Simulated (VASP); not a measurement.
Here is a VASP 6.6.1 calculation.

The input INCAR:

```
ALGO = Normal
EDIFF = 1E-6
ENCUT = 520
GGA = PE
ISIF = 2
ISMEAR = -1
LASPH = True
LCHARG = False
LREAL = False
LWAVE = False
NBANDS = 17
NELM = 60
PREC = Accurate
SIGMA = 0.1
```

The input KPOINTS:

```
k-points
0
Gamma
  12 12 12
```

POSCAR

```
SnTe
1.0
    0.0000000000      3.1508500000      3.1508500000
    3.1508500000      0.0000000000      3.1508500000
    3.1508500000      3.1508500000      0.0000000000
Te Sn
1 1
Direct
    0.5000000000      0.5000000000      0.5000000000
    0.0000000000      0.0000000000      0.0000000000
```

Potentials or basis: VASP PAW PBE potentials, release 64 (Te, Sn_d).

The run is started by

```console
$ cat potpaw_PBE.64/Te/POTCAR potpaw_PBE.64/Sn_d/POTCAR > POTCAR
$ mpirun -np 1 vasp_std > vasp.out
```

**Question.** Estimate the pressure.

**Answer.** 2.2 GPa.
